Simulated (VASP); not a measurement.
# AlN: single point with PBE

Crystal: AlN.

```
CELL_PARAMETERS angstrom
-3.11100 0.00000 0.00000
-1.55550 -2.69421 0.00000
-0.38872 -0.22443 9.95600
ATOMIC_POSITIONS crystal
Al 0.25805 0.25805 0.90375
Al 0.29970 0.29970 0.40375
Al 0.65386 0.65386 0.15375
Al 0.61221 0.61221 0.65375
N 0.32532 0.32532 0.09625
N 0.28367 0.28367 0.59625
N 0.63782 0.63782 0.34625
N 0.59617 0.59617 0.84625
```

```yaml
Program: VASP 6.6.1
Task: single point
Functional: PBE
Potentials_or_basis: VASP PAW PBE potentials, release 64 (Al, N)
Cutoff: 520 eV
k_mesh: 8 × 8 × 3
Occupations: gaussian, width 0.05 eV
Spin: no spin polarisation
Dipole_correction: no
Further_INCAR_settings: ALGO = Normal; EDIFF = 1e-06; NBANDS = 26
```

```json
{
  "Pressure": "3.5 GPa",
  "Largest force": "1.005 eV/Å",
  "Band gap on the k mesh": "3.89 eV, direct"
}
```

Forces on the atoms (eV/Å):
```
Al  -0.606 -0.350  0.333
Al   0.011  0.006  0.152
Al   0.075  0.043  0.386
Al  -0.043 -0.025  0.139
N    0.802  0.463 -0.391
N   -0.004 -0.003 -0.163
N    0.032  0.018 -0.155
N   -0.265 -0.153 -0.300
```

Stress tensor (GPa, compression positive):
```
 3.65 -0.04  4.20
-0.04  3.71  2.42
 4.20  2.42  3.08
```

Levels at points of the mesh, in eV from the valence-band top:
| k point | band 13 | band 14 | band 15 | band 16 | band 17 | band 18 | band 19 | band 20 |
| --- | --- | --- | --- | --- | --- | --- | --- | --- |
| (0.00, 0.00, 0.00) | -0.73 | -0.52 | -0.49 | 0.00 | 3.89 | 6.09 | 6.25 | 6.46 |
| (0.50, 0.00, 0.00) | -1.71 | -1.68 | -1.35 | -0.87 | 4.94 | 5.13 | 5.45 | 5.69 |
| (0.50, 0.50, 0.00) | -1.72 | -1.62 | -1.13 | -0.96 | 4.76 | 5.02 | 5.53 | 5.98 |

It took 3.6 min on 1 thread of AMD EPYC 7R13, with other jobs on the host, peak memory 0.22 GiB.

Caveat: forces of over 1 eV/Å act on the atoms, so gaps and moduli don't describe the material at rest. A k mesh can miss the band edges.
